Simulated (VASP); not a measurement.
Set up this calculation in VASP 6.6.1, as the native input.

* Task: single point
* Functional: PBE
* Potentials or basis: VASP PAW PBE potentials, release 64 (Ga_d, P)
* Cutoff: 520 eV
* k mesh: 8 × 8 × 8
* Occupations: fermi-dirac, width 0.02 eV
* Spin: no spin polarisation
* Dipole correction: no
* Further INCAR settings: ALGO = Normal; EDIFF = 1e-06; NBANDS = 16

The structure of GaP lies in POSCAR:

```
GaP
1.0
    0.0000000000      2.6708913017      2.6708913017
    2.6708913017      0.0000000000      2.6708913017
    2.6708913017      2.6708913017      0.0000000000
Ga P
1 1
Direct
    0.0000000000      0.0000000000      0.0000000000
    0.2500000000      0.2500000000      0.2500000000
```

This cell differs from its parent crystal: strain -2.0%.

These files were run (other wordings do the same):

INCAR

```
SYSTEM = GaP
ALGO = Normal
EDIFF = 1E-6
ENCUT = 520
GGA = PE
ISIF = 2
ISMEAR = -1
LASPH = .TRUE.
LCHARG = .TRUE.
LELF = .TRUE.
LREAL = .FALSE.
LVHAR = .TRUE.
LWAVE = .FALSE.
NBANDS = 16
NELM = 100
PREC = Accurate
SIGMA = 0.02
```

KPOINTS

```
k-points
0
G
  8 8 8
  0 0 0
```

Potentials or basis: VASP PAW PBE potentials, release 64 (Ga_d, P).

The run is started by

```bash
$ cat potpaw_PBE.64/Ga_d/POTCAR potpaw_PBE.64/P/POTCAR > POTCAR
$ mpirun -np 1 vasp_std > vasp.out
```

Results of the run:

| Property | Result |
| --- | --- |
| Pressure | 8.4 GPa |
| Band gap on the k mesh | 1.52 eV, indirect (least direct gap 2.33 eV) |

Caveat: the cell differs from its parent crystal (strain -2.0%).

It took 21 s on 1 thread of AMD EPYC 7R13, with other jobs on the host, peak memory 0.13 GiB.
